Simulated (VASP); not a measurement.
Set up this calculation in VASP 6.6.1, as the native input.

* Task: single point
* Functional: r2SCAN
* Potentials or basis: VASP PAW PBE potentials, release 64 (La, H)
* Cutoff: 520 eV
* k mesh: 2 × 2 × 2
* Occupations: methfessel-paxton, width 0.1 eV
* Spin: no spin polarisation
* Dipole correction: no
* Further INCAR settings: ALGO = Normal; EDIFF = 1e-07; NBANDS = 15

Crystal: LaH3.

```
La H
1.0
     3.94068    0.00000    0.00000
     1.97034    3.41273    0.00000
     1.97034    1.13758    3.21755
La H
1 3
Direct
  0.00000 0.00000 0.00000
  0.50000 0.50000 0.50000
  0.75000 0.75000 0.75000
  0.25000 0.25000 0.25000
```

The input as run:

POSCAR

```
LaH3
1.0
    3.9406770000      0.0000000000      0.0000000000
    1.9703385000      3.4127263901      0.0000000000
    1.9703385000      1.1375754634      3.2175492970
La H
1 3
Direct
    0.0000000000      0.0000000000      0.0000000000
    0.5000000000      0.5000000000      0.5000000000
    0.7500000000      0.7500000000      0.7500000000
    0.2500000000      0.2500000000      0.2500000000
```

INCAR.step1

```
ALGO = Normal ; EDIFF = 1E-4
ENCUT = 520 ; GGA = PE
ISMEAR = 1 ; LASPH = T
LCHARG = F ; LREAL = F
LWAVE = T ; NBANDS = 15
NELM = 100 ; PREC = Accurate
SIGMA = 0.1
```

INCAR.step2

```
ALGO = Normal ; EDIFF = 1E-7
ENCUT = 520 ; ISIF = 2
ISMEAR = 1 ; ISTART = 1
LASPH = T ; LCHARG = F
LMIXTAU = T ; LREAL = F
LWAVE = F ; METAGGA = R2SCAN
NBANDS = 15 ; NELM = 100
PREC = Accurate ; SIGMA = 0.1
```

KPOINTS

```
k-points
0
Gamma
  2 2 2
```

Potentials or basis: VASP PAW PBE potentials, release 64 (La, H).

Command:

```sh
$ cat potpaw_PBE.64/La/POTCAR potpaw_PBE.64/H/POTCAR > POTCAR
$ cp INCAR.step1 INCAR
$ mpirun -np 1 vasp_std > vasp.out
$ cp INCAR.step2 INCAR
$ mpirun -np 1 vasp_std > vasp.out
```

It gave:

- Pressure: 5.3 GPa
- Band gap on the k mesh: 0.07 eV, indirect (least direct gap 0.21 eV)

Caveat: the k points lie up to 0.98 Å⁻¹ apart; the PAW data sets were made with another functional, which shifts forces and pressure a little; spin-orbit coupling is left out, which moves the levels of the heavy elements.

Run time: 41 s on 1 thread of Intel Xeon 6975P-C, on a shared host, peak memory 0.18 GiB.
